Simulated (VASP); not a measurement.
# SiC (F-43m) in VASP: G0W0 quasiparticle levels with PBE

Aim: the G0W0 quasiparticle levels of SiC with PBE.

Program: VASP 6.6.1. These are calculated values, not measurements. Logs are shortened: lines on timing, memory, paths and dates and some standing lists are left out, and cuts for length are marked.

## 1. The cell of the first run

Symmetry: F-43m, No. 216, cubic system. Conventional cell: a = 4.356 Å, b = 4.356 Å, c = 4.356 Å, α = 90.00°, β = 90.00°, γ = 90.00°. Within 2.5 Å of Si (site symmetry -43m) lie 4 C at 1.89 Å. Within 2.5 Å of C (site symmetry -43m) lie 4 Si at 1.89 Å.

## 2. G0W0 quasiparticle levels, PBE

POSCAR

```
SiC
1.0
    0.0000000000      2.1780504216      2.1780504216
    2.1780504216      0.0000000000      2.1780504216
    2.1780504216      2.1780504216      0.0000000000
Si C
1 1
Direct
    0.2500000000      0.2500000000      0.2500000000
    0.0000000000      0.0000000000      0.0000000000
```

INCAR.step1

```
ALGO     = Normal         # electronic algorithm
EDIFF    = 1E-8           # SCF threshold, eV
ENCUT    = 500            # plane-wave cutoff, eV
GGA      = PE             # functional
ISMEAR   = 0              # smearing method
LASPH    = T              # aspherical terms in the spheres
LCHARG   = F              # write CHGCAR
LREAL    = F              # projectors in reciprocal space
LWAVE    = T              # write WAVECAR
NELM     = 80             # most SCF steps
PREC     = Accurate       # precision mode
SIGMA    = 0.01           # smearing width, eV
```

INCAR.step2

```
ALGO     = Exact          # electronic algorithm
EDIFF    = 1E-8           # SCF threshold, eV
ENCUT    = 500            # plane-wave cutoff, eV
GGA      = PE             # functional
ISMEAR   = 0              # smearing method
ISTART   = 1            
LASPH    = T              # aspherical terms in the spheres
LCHARG   = F              # write CHGCAR
LOPTICS  = T              # frequency-dependent dielectric function
LREAL    = F              # projectors in reciprocal space
LWAVE    = T              # write WAVECAR
NBANDS   = 157            # bands
NELM     = 1              # most SCF steps
PREC     = Accurate       # precision mode
SIGMA    = 0.01           # smearing width, eV
```

INCAR.step3

```
ALGO     = EVGW0          # electronic algorithm
EDIFF    = 1E-8           # SCF threshold, eV
ENCUT    = 500            # plane-wave cutoff, eV
ENCUTGW  = 200            # cutoff of the response function
GGA      = PE             # functional
ISMEAR   = 0              # smearing method
ISTART   = 1            
LASPH    = T              # aspherical terms in the spheres
LCHARG   = F              # write CHGCAR
LREAL    = F              # projectors in reciprocal space
LWAVE    = F              # write WAVECAR
NBANDS   = 157            # bands
NBANDSGW = 12           
NELMGW   = 1            
NOMEGA   = 96             # frequency points
OMEGAMAX = 20           
PREC     = Accurate       # precision mode
PRECFOCK = Fast         
SIGMA    = 0.01           # smearing width, eV
```

KPOINTS

```
k-points
0
Gamma
  6 6 6
```

Potentials or basis: VASP PAW PBE potentials, release 64 (Si_GW, C_GW).

Command:

```bash
$ cat potpaw_PBE.64/Si_GW/POTCAR potpaw_PBE.64/C_GW/POTCAR > POTCAR
$ cp INCAR.step1 INCAR
$ mpirun -np 1 vasp_std > vasp.out
$ cp INCAR.step2 INCAR
$ mpirun -np 1 vasp_std > vasp.out
$ cp INCAR.step3 INCAR
$ mpirun -np 1 vasp_std > vasp.out
```

OUTCAR:

```text
EDIFF = 1E-8
   ENCUT = 500
   ENCUTGW = 200
   GGA = PE
   ISMEAR = 0
   ISTART = 1
   LASPH = T
   LREAL = F
   NELMGW = 1
   PREC = Accurate
   PRECFOCK = Fast

 ion  position               nearest neighbor table
   1  0.250  0.250  0.250-   2 1.89   2 1.89   2 1.89   2 1.89
   2  0.000  0.000  0.000-   1 1.89   1 1.89   1 1.89   1 1.89

  LATTYP: Found a face centered cubic cell.
 ALAT       =     4.3561008432

  Lattice vectors:

 A1 = (   0.0000000000,   2.1780504216,   2.1780504216)
 A2 = (   2.1780504216,   0.0000000000,   2.1780504216)
 A3 = (   2.1780504216,   2.1780504216,   0.0000000000)

Analysis of symmetry for initial positions (statically):
=====================================================================
 Subroutine PRICEL returns:
 Original cell was already a primitive cell.

 Routine SETGRP: Setting up the symmetry group for a
 face centered cubic supercell.

 Subroutine GETGRP returns: Found 24 space group operations
 (whereof 24 operations were pure point group operations)
 out of a pool of 48 trial point group operations.

The static configuration has the point symmetry T_d .

Analysis of symmetry for dynamics (positions and initial velocities):
=====================================================================
 Subroutine PRICEL returns:
 Original cell was already a primitive cell.

 Routine SETGRP: Setting up the symmetry group for a
 face centered cubic supercell.

 Subroutine GETGRP returns: Found 24 space group operations
 (whereof 24 operations were pure point group operations)
 out of a pool of 48 trial point group operations.

The dynamic configuration has the point symmetry T_d .

 Subroutine INISYM returns: Found 24 space group operations
 (whereof 24 operations are pure point group operations),
 and found     1 'primitive' translations

----------------------------------------------------------------------------------------

                                     Primitive cell

  volume of cell :      20.6649

  direct lattice vectors                    reciprocal lattice vectors
     0.000000000  2.178050422  2.178050422    -0.229563097  0.229563097  0.229563097
     2.178050422  0.000000000  2.178050422     0.229563097 -0.229563097  0.229563097
     2.178050422  2.178050422  0.000000000     0.229563097  0.229563097 -0.229563097

  length of vectors
     3.080228446  3.080228446  3.080228446     0.397614947  0.397614947  0.397614947

  position of ions in fractional coordinates (direct lattice)
     0.250000000  0.250000000  0.250000000
     0.000000000  0.000000000  0.000000000

  ion indices of the primitive-cell ions
   primitive index   ion index
                 1           1
                 2           2

----------------------------------------------------------------------------------------

 KPOINTS: k-points

Automatic generation of k-mesh.
 Grid dimensions read from file:
 generate k-points for:    6    6    6

 Generating k-lattice:

  Cartesian coordinates                     Fractional coordinates (reciprocal lattice)
    -0.038260516  0.038260516  0.038260516     0.166666667  0.000000000  0.000000000
     0.038260516 -0.038260516  0.038260516     0.000000000  0.166666667  0.000000000
     0.038260516  0.038260516 -0.038260516     0.000000000  0.000000000  0.166666667

  Length of vectors
     0.066269158  0.066269158  0.066269158

  Shift w.r.t. Gamma in fractional coordinates (k-lattice)
     0.000000000  0.000000000  0.000000000

 Subroutine IBZKPT returns following result:
 ===========================================

 Found     16 irreducible k-points:

 Following reciprocal coordinates:
            Coordinates               Weight
  0.000000  0.000000  0.000000      1.000000
  0.166667  0.000000  0.000000      8.000000
  0.333333  0.000000  0.000000      8.000000
  0.500000  0.000000  0.000000      4.000000
  0.166667  0.166667  0.000000      6.000000
  0.333333  0.166667  0.000000     24.000000
[... 8 lines left out ...]
 -0.333333  0.333333  0.166667     24.000000
 -0.333333  0.500000  0.166667     12.000000
   k-points           NKPTS =     16   k-points in BZ     NKDIM =    216   number of bands    NBANDS=    157
   number of dos      NEDOS =    301   number of ions     NIONS =      2
   total plane-waves  NPLWV =  13824
   dimension x,y,z NGX =    24 NGY =   24 NGZ =   24
   dimension x,y,z NGXF=    48 NGYF=   48 NGZF=   48
   ions per type =               1   1
   NGX,Y,Z   is equivalent  to a cutoff of  12.95, 12.95, 12.95 a.u.
   NGXF,Y,Z  is equivalent  to a cutoff of  25.91, 25.91, 25.91 a.u.
 SYSTEM =  unknown system
   PREC   = accura    normal or accurate (medium, high low for compatibility)
   ISTART =      1    job   : 0-new  1-cont  2-samecut
   ICHARG =      0    charge: 1-file 2-atom 10-const
   ISPIN  =      1    spin polarized calculation?
   LNONCOLLINEAR =      F non collinear calculations
   LSORBIT =      F    spin-orbit coupling
   LASPH  =      T    aspherical Exc in radial PAW
   ENCUT  =  500.0 eV  36.75 Ry    6.06 a.u.   5.62  5.62  5.62*2*pi/ulx,y,z
   NELM   =     60;   NELMIN=  2; NELMDL=  0     # of ELM steps
   EDIFF  = 0.1E-07   stopping-criterion for ELM
   LREAL  =      F    real-space projection
   EDIFFG = 0.1E-06   stopping-criterion for IOM
   NSW    =      0    number of steps for IOM
   IBRION =     -1    ionic relax: 0-MD 1-quasi-New 2-CG
   NFREE  =      0    steps in history (QN), initial steepest desc. (CG)
   ISIF   =      0    stress and relaxation
   ISYM   =      3    0-nonsym 1-usesym 2-fastsym
   POTIM  = 0.5000    time-step for ionic-motion
   TEBEG  =    0.0;   TEEND  =   0.0 temperature during run
   PSTRESS=    0.0 pullay stress
   NELECT =       8.0000    total number of electrons
   NUPDOWN=      -1.0000    fix difference up-down
   EMIN   =  10.00;   EMAX   =-10.00  energy-range for DOS
   EFERMI =   0.00;   METHOD = LEGACY
   ISMEAR =     0;   SIGMA  =   0.01  broadening in eV -4-tet -1-fermi 0-gaus
   EFERMI_NEDOS =   21; number of points for ismear=-14 and -15
   IALGO  =     38    algorithm
   IMIX   =      4    mixing-type and parameters
     AMIX     =   0.40;   BMIX     =  1.00
     AMIX_MAG =   1.60;   BMIX_MAG =  1.00
  volume/ion in A,a.u.               =      10.33        69.73
  Fermi-wavevector in a.u.,A,eV,Ry     =   1.193146  2.254719 19.369216  1.423597
  Thomas-Fermi vector in A             =   2.329167
   LORBIT       =      0    0 simple, 1 ext, 2 COOP (PROOUT), +10 PAW based schemes
   GGA     = PE    functional components
   LHFCALC =     T    Hartree Fock is set to
   PRECFOCK=fast      Normal, Fast or Accurate (Low or Medium for compatibility)
   ENCUT4O =  -1.0   cutoff for four orbital integrals eV
   NKREDX  =     1    reduce k-point grid by
   NKREDY  =     1    reduce k-point grid by
   NKREDZ  =     1    reduce k-point grid by
   AEXX    =    1.0000 exact exchange contribution
   HFSCREEN=    0.0000 screening length (either q_TF or 0.3 A-1)
   HFSCREENC=   0.0000 screening length for correlation (either q_TF or 0.3 A-1)
   ENCUTFOCK=  -1.0 apply spherical cutoff to Coloumb kernel
   IVDW    =     0    specifies the selected vdW correction
   LEPSILON=     F    determine dielectric tensor
   LRPA    =     F    only Hartree local field effects (RPA)
   LRPAFORCE           =     F    calculate RPA forces
   ENCUTGW             = 200.0    cutoff for response function in eV
   ENCUTGWSOFT         = 160.0    soft cutoff for Coulomb kernel in GW response function in eV
   ENCUTLF             =  -1.0    cutoff for local field effects
   NELMGW              =     1    number of iterations in solving QP/BSE equation
   NELMHF              =     1    number of iterations in the inner HF iteration
   NKREDLFX            =     1    NKREDLFY  =   1   NKREDLFZ  =   1
 non-spin polarized calculation
 Gauss-broadening in eV      SIGMA  =   0.01
  energy-cutoff  :      500.00
  volume of cell :       20.66
 maximum number of plane-waves:       544
 NGX is ok and might be reduce to    24
  NGX = 14; NGY = 14; NGZ = 14
   NGX = 11   NGY = 11   NGZ = 11
 maximum number of plane-waves:       138

 QP shifts <psi_nk| G(iteration)W_0 |psi_nk>: iteration 1
 for sc-GW calculations column KS-energies equals QP-energies in previous step
 and V_xc(KS)=  KS-energies - (<T + V_ion + V_H > + <T+V_H+V_ion>^1  + <V_x>^1)

 k-point   1 :       0.0000    0.0000    0.0000
  band No.  KS-energies  QP-energies   sigma(KS)   V_xc(KS)     V^pw_x(r,r')   Z            occupation Imag(sigma)

      1      -7.6306      -8.7380     -14.2799     -12.7407     -21.7004       0.7194       2.0000       1.3040
      2       7.7898       7.0549     -15.7421     -14.8088     -17.4318       0.7874       2.0000       0.0276
      3       7.7898       7.0549     -15.7421     -14.8088     -17.4318       0.7874       2.0000       0.0276
      4       7.7898       7.0549     -15.7421     -14.8088     -17.4318       0.7874       2.0000       0.0276
      5      14.0327      14.4099     -12.6959     -13.1810      -7.3904       0.7776       0.0000      -0.0690
      6      15.0962      15.5763     -10.9426     -11.5486      -5.7593       0.7923       0.0000      -0.0658
      7      15.0962      15.5763     -10.9426     -11.5486      -5.7593       0.7923       0.0000      -0.0658
      8      15.0962      15.5763     -10.9426     -11.5486      -5.7593       0.7923       0.0000      -0.0658
      9      22.2861      22.8184     -10.7515     -11.4320      -4.5118       0.7823       0.0000      -0.2380
     10      22.2861      22.8184     -10.7515     -11.4320      -4.5118       0.7823       0.0000      -0.2380
     11      24.2677      24.4265      -9.5890      -9.7953      -2.9125       0.7695       0.0000      -0.3779
     12      25.0605      25.2268     -10.0561     -10.2735      -2.9612       0.7653       0.0000      -0.6745

 k-point   2 :       0.1667    0.0000    0.0000
  band No.  KS-energies  QP-energies   sigma(KS)   V_xc(KS)     V^pw_x(r,r')   Z            occupation Imag(sigma)
[... 225 lines left out ...]
      1      -2.4366      -3.4352     -15.8352     -14.4548     -21.9224       0.7234       2.0000       0.5802
      2       0.4928      -0.4840     -13.9969     -12.6677     -18.0582       0.7349       2.0000       0.2137
      3       3.2745       2.3080     -14.1451     -12.8679     -17.0712       0.7568       2.0000       0.0691
      4       3.3984       2.4616     -13.7246     -12.4969     -16.3997       0.7630       2.0000       0.0606
      5      11.7801      12.0633     -11.3662     -11.7202      -6.9029       0.8003       0.0000      -0.0503
      6      14.8825      15.3333     -11.1425     -11.7075      -6.0836       0.7979       0.0000      -0.0620
      7      18.6235      19.0847     -11.3923     -11.9990      -4.9199       0.7603       0.0000      -0.1873
      8      20.0070      20.6008     -12.1825     -12.9622      -5.7182       0.7615       0.0000      -0.1935
      9      21.9715      22.5157     -12.1876     -12.9286      -4.6009       0.7344       0.0000      -0.3805
     10      25.4937      25.9120     -11.2819     -11.8337      -3.7851       0.7580       0.0000      -0.5755
     11      28.9385      29.6244     -12.3245     -13.2346      -4.4973       0.7537       0.0000      -0.7810
     12      31.8950      32.2813     -12.0257     -12.5343      -4.0113       0.7597       0.0000      -1.1590
```

Run time: 3.1 min. Hardware: 1 thread of Intel Xeon 6975P-C (Granite Rapids), shared host; peak memory 0.58 GiB.

Results:

```
Quasiparticle gap                                   : 2.23 eV
Least direct quasiparticle gap                      : 5.63 eV
Band gap of the starting levels on the mesh         : 1.35 eV
Least direct gap of the starting levels on the mesh : 4.54 eV
```

Caveat: the k points lie up to 0.42 Å⁻¹ apart; bands, screening cutoff and mesh are small and nothing is extrapolated, so the quasiparticle values aren't converged.
